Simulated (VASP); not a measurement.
Ag: single point with PBEsol+D3(BJ)

The system is Ag.

```xyz
1
Lattice="-1.5945 1.5945 1.5945 1.5945 -1.5945 1.5945 1.5945 1.5945 -1.5945" Properties=species:S:1:pos:R:3 pbc="T T T"
Ag    0.0000    0.0000    0.0000
```

```
Program             : VASP 6.6.1
Task                : single point
Functional          : PBEsol
Dispersion          : D3(BJ)
Potentials or basis : VASP PAW PBE potentials, release 64 (Ag)
Cutoff              : 520 eV
k mesh              : 11 × 11 × 11
Occupations         : fermi-dirac, width 0.05 eV
Spin                : no spin polarisation
```

```json
{
  "Pressure": "-1.7 GPa",
  "Dispersion energy per atom": "-0.574 eV"
}
```

Levels at points of the mesh, in eV from the Fermi level:
```tsv
k point	band 3	band 4	band 5	band 6	band 7	band 8	band 9	band 10
(0.00, 0.00, 0.00)	-5.06	-5.06	-3.59	-3.59	18.14	18.14	18.14	25.00
```

Wall time 5.7 s on 1 thread of Intel(R) Xeon(R) Platinum 8559C (Emerald Rapids), with other jobs on the host, peak memory 0.15 GiB.

Caveat: three body term missing; the PAW data sets were made with another functional, which shifts forces and pressure a little; pairwise dispersion overbinds metals, which lowers pressure and volume.
